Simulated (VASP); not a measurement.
# SiO2 (I-42d) in VASP: notebook

SiO2 is run at these levels: r2SCAN; tasks: single point.

Everything below comes from runs of VASP 6.6.1. Logs are shortened: lines on timing, memory, paths and dates and some standing lists are left out, and cuts for length are marked.

**1. The cell of the first run**

Symmetry: I-42d, No. 122, tetragonal system. The conventional cell has a = 4.946 Å, b = 4.946 Å, c = 7.496 Å, α = 90.00°, β = 90.00°, γ = 90.00°. Within 2.2 Å of Si (site symmetry -4) lie 4 O at 1.63 Å. O (site symmetry 2) has 2 Si at 1.63 Å within 2.2 Å.

**2. Single point, r2SCAN (strain +0.000 along x and y, +0.025 along z)**

Contents of POSCAR:

```
SiO2
1.0
   -2.4732446449      2.4732446449      3.7477661409
    2.4732446449     -2.4732446449      3.7477661409
    2.4732446449      2.4732446449     -3.7477661409
Si O
2 4
Direct
    0.0000000000      0.0000000000      0.0000000000
    0.7500000000      0.2500000000      0.5000000000
    0.9731664718      0.6250000000      0.8481664718
    0.3750000000      0.2231664718      0.3481664718
    0.7768335282      0.1250000000      0.1518335282
    0.8750000000      0.0268335282      0.6518335282
```

Contents of INCAR.step1:

```
PREC     = Accurate       # precision mode
ENCUT    = 520            # plane-wave cutoff, eV
ISMEAR   = 0              # smearing method
SIGMA    = 0.05           # smearing width, eV
LREAL    = False          # projectors in reciprocal space
LASPH    = True           # aspherical terms in the spheres
NELM     = 80             # most SCF steps
NBANDS   = 25             # bands
GGA      = PE             # functional
ALGO     = Normal         # electronic algorithm
EDIFF    = 1E-4           # SCF threshold, eV
LWAVE    = True           # write WAVECAR
LCHARG   = False          # write CHGCAR
```

Contents of INCAR.step2:

```
PREC     = Accurate       # precision mode
ENCUT    = 520            # plane-wave cutoff, eV
EDIFF    = 1E-6           # SCF threshold, eV
ISMEAR   = 0              # smearing method
SIGMA    = 0.05           # smearing width, eV
LREAL    = False          # projectors in reciprocal space
LASPH    = True           # aspherical terms in the spheres
NELM     = 80             # most SCF steps
ALGO     = Normal         # electronic algorithm
ISIF     = 2              # what is computed and relaxed
LWAVE    = False          # write WAVECAR
LCHARG   = False          # write CHGCAR
METAGGA  = R2SCAN         # meta-GGA
LMIXTAU  = True         
NBANDS   = 25             # bands
ISTART   = 1
```

Contents of KPOINTS:

```
Automatic mesh
0
Gamma
  6 6 6
```

Potentials or basis: VASP PAW PBE potentials, release 64 (Si, O).

On the command line:

```bash
$ cat potpaw_PBE.64/Si/POTCAR potpaw_PBE.64/O/POTCAR > POTCAR
$ cp INCAR.step1 INCAR
$ mpirun -np 1 vasp_std > vasp.out
$ cp INCAR.step2 INCAR
$ mpirun -np 1 vasp_std > vasp.out
```

OUTCAR:

```text
PREC = Accurate
   ENCUT = 520
   EDIFF = 1E-6
   ISMEAR = 0
   LREAL = False
   LASPH = True
   NELM = 80
   ISIF = 2
   METAGGA = R2SCAN
   ISTART = 1

 ion  position               nearest neighbor table
   1  0.000  0.000  0.000-   3 1.63   4 1.63   5 1.63   6 1.63   2 3.10   2 3.10   2 3.10   2 3.10

   2  0.750  0.250  0.500-   3 1.63   4 1.63   5 1.63   6 1.63   1 3.10   1 3.10   1 3.10   1 3.10

   3  0.973  0.625  0.848-   1 1.63   2 1.63
   4  0.375  0.223  0.348-   1 1.63   2 1.63
   5  0.777  0.125  0.152-   1 1.63   2 1.63
   6  0.875  0.027  0.652-   1 1.63   2 1.63

  LATTYP: Found a body centered tetragonal cell.
 ALAT       =     4.9464892898
 C/A-ratio  =     1.5153236655

  Lattice vectors:

 A1 = (  -2.4732446449,   2.4732446449,   3.7477661409)
 A2 = (   2.4732446449,  -2.4732446449,   3.7477661409)
 A3 = (   2.4732446449,   2.4732446449,  -3.7477661409)

Analysis of symmetry for initial positions (statically):
=====================================================================
 Subroutine PRICEL returns:
 Original cell was already a primitive cell.

 Routine SETGRP: Setting up the symmetry group for a
 body centered tetragonal supercell.

 Subroutine GETGRP returns: Found  8 space group operations
 (whereof  4 operations were pure point group operations)
 out of a pool of 16 trial point group operations.

The static configuration has the point symmetry S_4 .
 The point group associated with its full space group is D_2d.

Analysis of symmetry for dynamics (positions and initial velocities):
=====================================================================
 Subroutine PRICEL returns:
 Original cell was already a primitive cell.

 Routine SETGRP: Setting up the symmetry group for a
 body centered tetragonal supercell.

 Subroutine GETGRP returns: Found  8 space group operations
 (whereof  4 operations were pure point group operations)
 out of a pool of 16 trial point group operations.

The dynamic configuration has the point symmetry S_4 .
 The point group associated with its full space group is D_2d.

 Subroutine INISYM returns: Found  8 space group operations
 (whereof  4 operations are pure point group operations),
 and found     1 'primitive' translations

----------------------------------------------------------------------------------------

                                     Primitive cell

  volume of cell :      91.6994

  direct lattice vectors                    reciprocal lattice vectors
    -2.473244645  2.473244645  3.747766141     0.000000000  0.202163583  0.133412807
     2.473244645 -2.473244645  3.747766141     0.202163583  0.000000000  0.133412807
     2.473244645  2.473244645 -3.747766141     0.202163583  0.202163583  0.000000000

  length of vectors
     5.126366081  5.126366081  5.126366081     0.242217034  0.242217034  0.285902481

  position of ions in fractional coordinates (direct lattice)
     0.000000000  0.000000000  0.000000000
     0.750000000  0.250000000  0.500000000
     0.973166472  0.625000000  0.848166472
     0.375000000  0.223166472  0.348166472
     0.776833528  0.125000000  0.151833528
     0.875000000  0.026833528  0.651833528

  ion indices of the primitive-cell ions
   primitive index   ion index
                 1           1
                 2           2
                 3           3
                 4           4
                 5           5
                 6           6

----------------------------------------------------------------------------------------

 KPOINTS: Automatic mesh

Automatic generation of k-mesh.
 Grid dimensions read from file:
 generate k-points for:    6    6    6

 Generating k-lattice:

  Cartesian coordinates                     Fractional coordinates (reciprocal lattice)
     0.000000000  0.033693931  0.022235468     0.166666667  0.000000000  0.000000000
     0.033693931  0.000000000  0.022235468     0.000000000  0.166666667  0.000000000
     0.033693931  0.033693931  0.000000000     0.000000000  0.000000000  0.166666667

  Length of vectors
     0.040369506  0.040369506  0.047650414

  Shift w.r.t. Gamma in fractional coordinates (k-lattice)
     0.000000000  0.000000000  0.000000000

 Subroutine IBZKPT returns following result:
 ===========================================

 Found     30 irreducible k-points:

 Following reciprocal coordinates:
            Coordinates               Weight
  0.000000  0.000000  0.000000      1.000000
  0.166667 -0.000000  0.000000      8.000000
  0.333333  0.000000  0.000000      8.000000
  0.500000  0.000000  0.000000      4.000000
  0.166667  0.166667  0.000000      8.000000
  0.333333  0.166667  0.000000     16.000000
[... 16 lines left out ...]
 -0.333333 -0.333333  0.166667      8.000000
 -0.166667 -0.333333  0.166667      8.000000
 [... further k-points ...]
   k-points           NKPTS =     30   k-points in BZ     NKDIM =     30   number of bands    NBANDS=     25
   number of dos      NEDOS =    301   number of ions     NIONS =      6
   total plane-waves  NPLWV =  64000
   dimension x,y,z NGX =    40 NGY =   40 NGZ =   40
   dimension x,y,z NGXF=    80 NGYF=   80 NGZF=   80
   ions per type =               2   4
   NGX,Y,Z   is equivalent  to a cutoff of  12.97, 12.97, 12.97 a.u.
   NGXF,Y,Z  is equivalent  to a cutoff of  25.94, 25.94, 25.94 a.u.
 SYSTEM =  unknown system
   PREC   = accura    normal or accurate (medium, high low for compatibility)
   ISTART =      1    job   : 0-new  1-cont  2-samecut
   ICHARG =      0    charge: 1-file 2-atom 10-const
   ISPIN  =      1    spin polarized calculation?
   LNONCOLLINEAR =      F non collinear calculations
   LSORBIT =      F    spin-orbit coupling
   LASPH  =      T    aspherical Exc in radial PAW
   ENCUT  =  520.0 eV  38.22 Ry    6.18 a.u.   9.53  9.53  9.53*2*pi/ulx,y,z
   NELM   =     80;   NELMIN=  2; NELMDL=  0     # of ELM steps
   EDIFF  = 0.1E-05   stopping-criterion for ELM
   LREAL  =      F    real-space projection
   EDIFFG = 0.1E-04   stopping-criterion for IOM
   NSW    =      0    number of steps for IOM
   IBRION =     -1    ionic relax: 0-MD 1-quasi-New 2-CG
   NFREE  =      0    steps in history (QN), initial steepest desc. (CG)
   ISIF   =      2    stress and relaxation
   ISYM   =      2    0-nonsym 1-usesym 2-fastsym
   POTIM  = 0.5000    time-step for ionic-motion
   TEBEG  =    0.0;   TEEND  =   0.0 temperature during run
   PSTRESS=    0.0 pullay stress
   NELECT =      32.0000    total number of electrons
   NUPDOWN=      -1.0000    fix difference up-down
   EMIN   =  10.00;   EMAX   =-10.00  energy-range for DOS
   EFERMI =   0.00;   METHOD = LEGACY
   ISMEAR =     0;   SIGMA  =   0.05  broadening in eV -4-tet -1-fermi 0-gaus
   EFERMI_NEDOS =   21; number of points for ismear=-14 and -15
   IALGO  =     38    algorithm
   IMIX   =      4    mixing-type and parameters
     AMIX     =   0.40;   BMIX     =  1.00
     AMIX_MAG =   1.60;   BMIX_MAG =  1.00
  volume/ion in A,a.u.               =      15.28       103.14
  Fermi-wavevector in a.u.,A,eV,Ry     =   1.152575  2.178051 18.074383  1.328430
  Thomas-Fermi vector in A             =   2.289225
   LORBIT       =      0    0 simple, 1 ext, 2 COOP (PROOUT), +10 PAW based schemes
   METAGGA = R2SCAN    functional components
   LHFCALC =     F    Hartree Fock is set to
   AEXX    =    0.0000 exact exchange contribution
   IVDW    =     0    specifies the selected vdW correction
   LEPSILON=     F    determine dielectric tensor
   LRPA    =     F    only Hartree local field effects (RPA)
 non-spin polarized calculation
 Gauss-broadening in eV      SIGMA  =   0.05
  energy-cutoff  :      520.00
  volume of cell :       91.70
 maximum number of plane-waves:      2485
 NGX is ok and might be reduce to    40
   NGX = 19   NGY = 19   NGZ = 19

 number of electron      31.9999999 magnetization

 Free energy of the ion-electron system (eV)
  ---------------------------------------------------
  ext. energy  EPLUGINS =         0.00000000
  ---------------------------------------------------
  free energy    TOTEN  =       -59.55887966 eV

  energy without entropy =      -59.55887966  energy(sigma->0) =      -59.55887966

 E-fermi :  -0.6917     XC(G=0):  -8.5090

 val. band max:       -0.9973105008   @ k =   0.0000   0.0000   0.0000
 cond. band min:       5.4019734197   @ k =   0.0000   0.0000   0.0000
 fundamental gap:      6.3992839205
 Fermi energy:        -0.6916904980

 k-point     1 :       0.0000    0.0000    0.0000
  band No.  band energies     occupation
      1     -21.0838      2.00000
      2     -19.0909      2.00000
      3     -19.0824      2.00000
      4     -19.0824      2.00000
      5     -10.2512      2.00000
      6      -6.5211      2.00000
[... 17 lines left out ...]
     24      12.7992      0.00000
     25      13.2459      0.00000

 k-point     2 :       0.1667   -0.0000    0.0000
  band No.  band energies     occupation
      1     -21.0032      2.00000
      2     -19.2165      2.00000
      3     -19.0951      2.00000
      4     -19.0832      2.00000
      5     -10.0440      2.00000
      6      -6.6050      2.00000
[... 17 lines left out ...]
     24      12.7807      0.00000
     25      13.2428      0.00000

 k-point     3 :       0.3333    0.0000    0.0000
  band No.  band energies     occupation
      1     -20.7998      2.00000
      2     -19.5171      2.00000
      3     -19.1045      2.00000
      4     -19.0903      2.00000
      5      -9.5665      2.00000
      6      -6.8779      2.00000
[... 552 lines left out ...]
 k-point    23 :      -0.3333   -0.3333    0.1667
  band No.  band energies     occupation
      1     -20.6061      2.00000
      2     -19.7660      2.00000
      3     -19.1099      2.00000
      4     -19.1047      2.00000
      5      -9.0691      2.00000
      6      -7.3102      2.00000
[... 17 lines left out ...]
     24      13.1169      0.00000
     25      13.5728      0.00000

 k-point    24 :      -0.1667   -0.3333    0.1667
  band No.  band energies     occupation
      1     -20.8052      2.00000
      2     -19.5122      2.00000
      3     -19.1001      2.00000
      4     -19.0956      2.00000
      5      -9.5315      2.00000
      6      -6.8842      2.00000
[... 17 lines left out ...]
     24      12.9613      0.00000
     25      13.5052      0.00000

 [... further k-points ...]
[... 5 lines left out ...]
  --------------------------------------------------------------------------------------
  -------------------------------------------------------------------------------------
  Total       -1.9217613     -1.9217613     -2.7735154      0.0000000      0.0000000      0.0000000
  in kB      -33.5771163    -33.5771163    -48.4590089      0.0000000      0.0000000      0.0000000
  external PRESSURE =     -38.5377472 kB  Pullay stress =       0.0000000 kB

 VOLUME and BASIS-vectors are now :
 -----------------------------------------------------------------------------
  energy-cutoff  :      520.00
  volume of cell :       91.70
      direct lattice vectors                 reciprocal lattice vectors
    -2.473244645  2.473244645  3.747766141     0.000000000  0.202163583  0.133412807
     2.473244645 -2.473244645  3.747766141     0.202163583  0.000000000  0.133412807
     2.473244645  2.473244645 -3.747766141     0.202163583  0.202163583  0.000000000

 POSITION                                       TOTAL-FORCE (eV/Angst)
 -----------------------------------------------------------------------------------
      0.00000      0.00000      0.00000         0.000000     -0.000000     -0.000000
     -0.00000      2.47324      1.87388         0.000000     -0.000000      0.000000
      1.23662      2.95882      2.81082         0.000000     -0.243186      0.000000
      0.48558      1.23662      0.93694        -0.243186     -0.000000      0.000000
     -1.23662      1.98767      2.81082         0.000000      0.243186     -0.000000
     -0.48558      3.70987      0.93694         0.243186     -0.000000     -0.000000
 -----------------------------------------------------------------------------------
    total drift:                                0.000014      0.000014      0.000000

  FREE ENERGIE OF THE ION-ELECTRON SYSTEM (eV)
  ---------------------------------------------------
  free  energy   TOTEN  =       -59.5588796575 eV

  energy  without entropy=      -59.5588796575  energy(sigma->0) =      -59.55887966
```

Wall time 1.8 min (1 thread of Intel Xeon 6975P-C (Granite Rapids), shared host); peak memory 0.26 GiB.

Results:

```
Free energy            : -59.5589 eV
Pressure               : -3.9 GPa
Largest force          : 0.243 eV/Å
Band gap on the k mesh : 6.40 eV, direct
```

Forces in eV/Å, atoms in the order of the input:
```
Si   0.000  0.000  0.000
Si   0.000  0.000  0.000
O    0.000 -0.243  0.000
O   -0.243  0.000  0.000
O    0.000  0.243  0.000
O    0.243  0.000  0.000
```

Levels at points of the mesh, in eV from the valence-band top:
```
           k point  band 12  band 13  band 14  band 15  band 16  band 17  band 18  band 19  band 20  band 21
(0.00, 0.00, 0.00)    -1.59    -1.57    -0.75     0.00     0.00     6.40     9.56    11.31    11.44    11.44
(0.50, 0.00, 0.00)    -1.62    -1.46    -0.79    -0.50    -0.14     8.81     9.47    10.40    10.95    11.67
(0.50, 0.50, 0.00)    -2.05    -0.96    -0.96    -0.36    -0.36     9.72     9.72    10.92    10.92    11.92
(0.50, 0.50, 0.50)    -2.08    -1.48    -1.48    -0.28    -0.28     9.44     9.44    10.92    10.92    12.47
```

Caveat: the cell differs from its parent crystal (strain +0.000 along x and y, +0.025 along z); the PAW data sets were made with another functional, which shifts forces and pressure a little.

[end of part 1 of 2]
